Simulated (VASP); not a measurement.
# SnAs (Fm-3m) in VASP: notebook

Runs on SnAs. Level: LDA. Tasks: single point.

All numbers are computed with VASP 6.6.1; they aren't measurements. Logs are shortened: lines on timing, memory, paths and dates and some standing lists are left out, and cuts for length are marked.

## (1) The cell of the first run

The structure is cubic, space group Fm-3m (No. 225). Conventional cell: a = 5.450 Å, b = 5.450 Å, c = 5.450 Å, α = 90.00°, β = 90.00°, γ = 90.00°. Within 3.6 Å of Sn (site symmetry m-3m) lie 6 As at 2.73 Å. As (site symmetry m-3m) has 6 Sn at 2.73 Å within 3.6 Å.

## (2) Single point, LDA (volume scaled by 0.85)

INCAR

```
SYSTEM = SnAs
PREC = Accurate ; ENCUT = 520
EDIFF = 1E-7 ; ISMEAR = -1
SIGMA = 0.05 ; LREAL = .False.
LASPH = .True. ; NELM = 80
ALGO = Normal ; ISIF = 2
LWAVE = .False. ; LCHARG = .False.
GGA = CA ; NBANDS = 16
```

KPOINTS

```
Automatic mesh
0
Gamma
  11 11 11
  0 0 0
```

POSCAR

```
SnAs
1.0
    0.0000000000      2.7251684617      2.7251684617
    2.7251684617      0.0000000000      2.7251684617
    2.7251684617      2.7251684617      0.0000000000
Sn As
1 1
Direct
    0.5000000000      0.5000000000      0.5000000000
    0.0000000000      0.0000000000      0.0000000000
```

Potentials or basis: VASP PAW LDA potentials, release 64 (Sn_d, As).

On the command line:

```bash
> cat potpaw_LDA.64/Sn_d/POTCAR potpaw_LDA.64/As/POTCAR > POTCAR
> mpirun -np 1 vasp_std > vasp.out
```

OUTCAR:

```text
SYSTEM = SnAs
   PREC = Accurate
   ENCUT = 520
   EDIFF = 1E-7
   ISMEAR = -1
   LREAL = .False.
   LASPH = .True.
   NELM = 80
   ISIF = 2
   GGA = CA

 ion  position               nearest neighbor table
   1  0.500  0.500  0.500-   2 2.73   2 2.73   2 2.73   2 2.73   2 2.73   2 2.73
   2  0.000  0.000  0.000-   1 2.73   1 2.73   1 2.73   1 2.73   1 2.73   1 2.73

  LATTYP: Found a face centered cubic cell.
 ALAT       =     5.4503369234

  Lattice vectors:

 A1 = (   0.0000000000,   2.7251684617,   2.7251684617)
 A2 = (   2.7251684617,   0.0000000000,   2.7251684617)
 A3 = (   2.7251684617,   2.7251684617,   0.0000000000)

Analysis of symmetry for initial positions (statically):
=====================================================================
 Subroutine PRICEL returns:
 Original cell was already a primitive cell.

 Routine SETGRP: Setting up the symmetry group for a
 face centered cubic supercell.

 Subroutine GETGRP returns: Found 48 space group operations
 (whereof 48 operations were pure point group operations)
 out of a pool of 48 trial point group operations.

The static configuration has the point symmetry O_h .

Analysis of symmetry for dynamics (positions and initial velocities):
=====================================================================
 Subroutine PRICEL returns:
 Original cell was already a primitive cell.

 Routine SETGRP: Setting up the symmetry group for a
 face centered cubic supercell.

 Subroutine GETGRP returns: Found 48 space group operations
 (whereof 48 operations were pure point group operations)
 out of a pool of 48 trial point group operations.

The dynamic configuration has the point symmetry O_h .

 Subroutine INISYM returns: Found 48 space group operations
 (whereof 48 operations are pure point group operations),
 and found     1 'primitive' translations

----------------------------------------------------------------------------------------

                                     Primitive cell

  volume of cell :      40.4772

  direct lattice vectors                    reciprocal lattice vectors
     0.000000000  2.725168462  2.725168462    -0.183474896  0.183474896  0.183474896
     2.725168462  0.000000000  2.725168462     0.183474896 -0.183474896  0.183474896
     2.725168462  2.725168462  0.000000000     0.183474896  0.183474896 -0.183474896

  length of vectors
     3.853970198  3.853970198  3.853970198     0.317787842  0.317787842  0.317787842

  position of ions in fractional coordinates (direct lattice)
     0.500000000  0.500000000  0.500000000
     0.000000000  0.000000000  0.000000000

  ion indices of the primitive-cell ions
   primitive index   ion index
                 1           1
                 2           2

----------------------------------------------------------------------------------------

 KPOINTS: Automatic mesh

Automatic generation of k-mesh.
 Grid dimensions read from file:
 generate k-points for:   11   11   11

 Generating k-lattice:

  Cartesian coordinates                     Fractional coordinates (reciprocal lattice)
    -0.016679536  0.016679536  0.016679536     0.090909091  0.000000000  0.000000000
     0.016679536 -0.016679536  0.016679536     0.000000000  0.090909091  0.000000000
     0.016679536  0.016679536 -0.016679536     0.000000000  0.000000000  0.090909091

  Length of vectors
     0.028889804  0.028889804  0.028889804

  Shift w.r.t. Gamma in fractional coordinates (k-lattice)
     0.000000000  0.000000000  0.000000000

 Subroutine IBZKPT returns following result:
 ===========================================

 Found     56 irreducible k-points:

 Following reciprocal coordinates:
            Coordinates               Weight
  0.000000  0.000000  0.000000      1.000000
  0.090909  0.000000  0.000000      8.000000
  0.181818  0.000000  0.000000      8.000000
  0.272727  0.000000  0.000000      8.000000
  0.363636  0.000000  0.000000      8.000000
  0.454545  0.000000  0.000000      8.000000
[... 16 lines left out ...]
 -0.272727  0.181818  0.000000     24.000000
 -0.181818  0.181818  0.000000     12.000000
 [... further k-points ...]
   k-points           NKPTS =     56   k-points in BZ     NKDIM =     56   number of bands    NBANDS=     16
   number of dos      NEDOS =    301   number of ions     NIONS =      2
   total plane-waves  NPLWV =  27000
   dimension x,y,z NGX =    30 NGY =   30 NGZ =   30
   dimension x,y,z NGXF=    60 NGYF=   60 NGZF=   60
   ions per type =               1   1
   NGX,Y,Z   is equivalent  to a cutoff of  12.94, 12.94, 12.94 a.u.
   NGXF,Y,Z  is equivalent  to a cutoff of  25.88, 25.88, 25.88 a.u.
 SYSTEM =  SnAs
   PREC   = accura    normal or accurate (medium, high low for compatibility)
   ISTART =      0    job   : 0-new  1-cont  2-samecut
   ICHARG =      2    charge: 1-file 2-atom 10-const
   ISPIN  =      1    spin polarized calculation?
   LNONCOLLINEAR =      F non collinear calculations
   LSORBIT =      F    spin-orbit coupling
   LASPH  =      T    aspherical Exc in radial PAW
   ENCUT  =  520.0 eV  38.22 Ry    6.18 a.u.   7.17  7.17  7.17*2*pi/ulx,y,z
   NELM   =     80;   NELMIN=  2; NELMDL= -5     # of ELM steps
   EDIFF  = 0.1E-06   stopping-criterion for ELM
   LREAL  =      F    real-space projection
   EDIFFG = 0.1E-05   stopping-criterion for IOM
   NSW    =      0    number of steps for IOM
   IBRION =     -1    ionic relax: 0-MD 1-quasi-New 2-CG
   NFREE  =      0    steps in history (QN), initial steepest desc. (CG)
   ISIF   =      2    stress and relaxation
   ISYM   =      2    0-nonsym 1-usesym 2-fastsym
   POTIM  = 0.5000    time-step for ionic-motion
   TEBEG  =    0.0;   TEEND  =   0.0 temperature during run
   PSTRESS=    0.0 pullay stress
   NELECT =      19.0000    total number of electrons
   NUPDOWN=      -1.0000    fix difference up-down
   EMIN   =  10.00;   EMAX   =-10.00  energy-range for DOS
   EFERMI =   0.00;   METHOD = LEGACY
   ISMEAR =    -1;   SIGMA  =   0.05  broadening in eV -4-tet -1-fermi 0-gaus
   EFERMI_NEDOS =   21; number of points for ismear=-14 and -15
   IALGO  =     38    algorithm
   IMIX   =      4    mixing-type and parameters
     AMIX     =   0.40;   BMIX     =  1.00
     AMIX_MAG =   1.60;   BMIX_MAG =  1.00
  volume/ion in A,a.u.               =      20.24       136.58
  Fermi-wavevector in a.u.,A,eV,Ry     =   1.272299  2.404297 22.024376  1.618746
  Thomas-Fermi vector in A             =   2.405185
   LORBIT       =      0    0 simple, 1 ext, 2 COOP (PROOUT), +10 PAW based schemes
   GGA     = CA    functional components
   LHFCALC =     F    Hartree Fock is set to
   AEXX    =    0.0000 exact exchange contribution
   IVDW    =     0    specifies the selected vdW correction
   LEPSILON=     F    determine dielectric tensor
   LRPA    =     F    only Hartree local field effects (RPA)
 non-spin polarized calculation
  energy-cutoff  :      520.00
  volume of cell :       40.48
 maximum number of plane-waves:      1105
 NGX is ok and might be reduce to    30
   NGX = 15   NGY = 15   NGZ = 15

 number of electron      18.9999992 magnetization

 Free energy of the ion-electron system (eV)
  ---------------------------------------------------
  ext. energy  EPLUGINS =         0.00000000
  ---------------------------------------------------
  free energy    TOTEN  =        -9.88564053 eV

  energy without entropy =       -9.88180857  energy(sigma->0) =       -9.88372455

 E-fermi :   8.9708     XC(G=0): -11.2155

 val. band max:        8.9267870528   @ k =  -0.4545   0.3636   0.1818
 cond. band min:       8.9952919098   @ k =  -0.2727   0.3636   0.0909
 fundamental gap:      0.0685048570
 Fermi energy:         8.9707790574

 k-point     1 :       0.0000    0.0000    0.0000
  band No.  band energies     occupation
      1     -12.8087      2.00000
      2     -12.8087      2.00000
      3     -12.7869      2.00000
      4     -12.7869      2.00000
      5     -12.7869      2.00000
      6      -5.6222      2.00000
[... 8 lines left out ...]
     15      14.8951      0.00000
     16      14.8951      0.00000

 k-point     2 :       0.0909    0.0000    0.0000
  band No.  band energies     occupation
      1     -12.8104      2.00000
      2     -12.8104      2.00000
      3     -12.7866      2.00000
      4     -12.7843      2.00000
      5     -12.7843      2.00000
      6      -5.5062      2.00000
[... 8 lines left out ...]
     15      15.1941      0.00000
     16      15.1941      0.00000

 k-point     3 :       0.1818    0.0000    0.0000
  band No.  band energies     occupation
      1     -12.8160      2.00000
      2     -12.8160      2.00000
      3     -12.7858      2.00000
      4     -12.7764      2.00000
      5     -12.7764      2.00000
      6      -5.1616      2.00000
[... 8 lines left out ...]
     15      15.8566      0.00000
     16      15.8566      0.00000

 k-point     4 :       0.2727    0.0000    0.0000
  band No.  band energies     occupation
      1     -12.8242      2.00000
      2     -12.8242      2.00000
      3     -12.7851      2.00000
      4     -12.7651      2.00000
      5     -12.7651      2.00000
      6      -4.6022      2.00000
[... 8 lines left out ...]
     15      16.9002      0.00000
     16      16.9002      0.00000

 k-point     5 :       0.3636    0.0000    0.0000
  band No.  band energies     occupation
      1     -12.8321      2.00000
      2     -12.8321      2.00000
      3     -12.7846      2.00000
      4     -12.7544      2.00000
      5     -12.7544      2.00000
      6      -3.8741      2.00000
[... 8 lines left out ...]
     15      18.2618      0.00000
     16      18.2618      0.00000

 k-point     6 :       0.4545    0.0000    0.0000
  band No.  band energies     occupation
      1     -12.8368      2.00000
      2     -12.8368      2.00000
      3     -12.7844      2.00000
      4     -12.7480      2.00000
      5     -12.7480      2.00000
      6      -3.1720      2.00000
[... 8 lines left out ...]
     15      19.7799      0.00000
     16      19.7799      0.00000

 k-point     7 :       0.0909    0.0909    0.0000
  band No.  band energies     occupation
      1     -12.8148      2.00000
      2     -12.8068      2.00000
      3     -12.7889      2.00000
      4     -12.7825      2.00000
      5     -12.7825      2.00000
      6      -5.4672      2.00000
[... 8 lines left out ...]
     15      15.9234      0.00000
     16      15.9234      0.00000

 k-point     8 :       0.1818    0.0909    0.0000
  band No.  band energies     occupation
      1     -12.8222      2.00000
      2     -12.8078      2.00000
      3     -12.7894      2.00000
      4     -12.7770      2.00000
      5     -12.7753      2.00000
      6      -5.1977      2.00000
[... 8 lines left out ...]
     15      16.3639      0.00000
     16      16.5437      0.00000

 k-point     9 :       0.2727    0.0909    0.0000
  band No.  band energies     occupation
      1     -12.8307      2.00000
      2     -12.8140      2.00000
      3     -12.7876      2.00000
      4     -12.7693      2.00000
      5     -12.7640      2.00000
      6      -4.7076      2.00000
[... 8 lines left out ...]
     15      17.0932      0.00000
     16      17.5078      0.00000
[... 172 lines left out ...]
 k-point    19 :       0.3636    0.1818    0.0000
  band No.  band energies     occupation
      1     -12.8530      2.00000
      2     -12.8083      2.00000
      3     -12.7921      2.00000
      4     -12.7576      2.00000
      5     -12.7503      2.00000
      6      -3.9705      2.00000
[... 8 lines left out ...]
     15      19.2652      0.00000
     16      19.5891      0.00000

 k-point    20 :       0.4545    0.1818    0.0000
  band No.  band energies     occupation
      1     -12.8565      2.00000
      2     -12.8166      2.00000
      3     -12.7856      2.00000
      4     -12.7551      2.00000
      5     -12.7439      2.00000
      6      -3.2389      2.00000
[... 8 lines left out ...]
     15      20.5741      0.00000
     16      20.7972      0.00000

 k-point    21 :      -0.4545    0.1818    0.0000
  band No.  band energies     occupation
      1     -12.8538      2.00000
      2     -12.8240      2.00000
      3     -12.7787      2.00000
      4     -12.7552      2.00000
      5     -12.7439      2.00000
      6      -2.7133      2.00000
[... 8 lines left out ...]
     15      19.4078      0.00000
     16      19.6198      0.00000

 k-point    22 :      -0.3636    0.1818    0.0000
  band No.  band energies     occupation
      1     -12.8458      2.00000
      2     -12.8286      2.00000
      3     -12.7757      2.00000
      4     -12.7561      2.00000
      5     -12.7500      2.00000
      6      -3.0142      2.00000
[... 8 lines left out ...]
     15      18.0058      0.00000
     16      18.9470      0.00000

 k-point    23 :      -0.2727    0.1818    0.0000
  band No.  band energies     occupation
      1     -12.8346      2.00000
      2     -12.8296      2.00000
      3     -12.7784      2.00000
      4     -12.7595      2.00000
      5     -12.7569      2.00000
      6      -3.7418      2.00000
[... 8 lines left out ...]
     15      17.0010      0.00000
     16      20.7787      0.00000

 k-point    24 :      -0.1818    0.1818    0.0000
  band No.  band energies     occupation
      1     -12.8273      2.00000
      2     -12.8237      2.00000
      3     -12.7829      2.00000
      4     -12.7687      2.00000
      5     -12.7604      2.00000
      6      -4.4105      2.00000
[... 8 lines left out ...]
     15      16.6882      0.00000
     16      19.4729      0.00000

 [... further k-points ...]

------------------------ aborting loop because EDIFF is reached ----------------------------------------

  FORCE on cell =-STRESS in cart. coord.  units (eV):
  Direction    XX          YY          ZZ          XY          YZ          ZX
  --------------------------------------------------------------------------------------
  -------------------------------------------------------------------------------------
  Total        3.1635290      3.1635290      3.1635290     -0.0000000     -0.0000000      0.0000000
  in kB      125.2196079    125.2196079    125.2196079     -0.0000000     -0.0000000      0.0000000
  external PRESSURE =     125.2196079 kB  Pullay stress =       0.0000000 kB

 VOLUME and BASIS-vectors are now :
 -----------------------------------------------------------------------------
  energy-cutoff  :      520.00
  volume of cell :       40.48
      direct lattice vectors                 reciprocal lattice vectors
     0.000000000  2.725168462  2.725168462    -0.183474896  0.183474896  0.183474896
     2.725168462  0.000000000  2.725168462     0.183474896 -0.183474896  0.183474896
     2.725168462  2.725168462  0.000000000     0.183474896  0.183474896 -0.183474896

 POSITION                                       TOTAL-FORCE (eV/Angst)
 -----------------------------------------------------------------------------------
      2.72517      2.72517      2.72517         0.000000     -0.000000     -0.000000
      0.00000      0.00000      0.00000        -0.000000      0.000000      0.000000
 -----------------------------------------------------------------------------------
    total drift:                                0.000000      0.000000      0.000000

  FREE ENERGIE OF THE ION-ELECTRON SYSTEM (eV)
  ---------------------------------------------------
  free  energy   TOTEN  =        -9.8856405320 eV

  energy  without entropy=       -9.8818085692  energy(sigma->0) =       -9.88372455
```

Wall time 36 s (1 thread of Intel Xeon 6975P-C, shared host); peak memory 0.17 GiB.

What came out:

```yaml
Free_energy: -9.8856 eV
Pressure: 12.5 GPa
```

Caveat: spin-orbit coupling is left out, which moves the levels of the heavy elements.

(Part 1 of 2 ends here.)
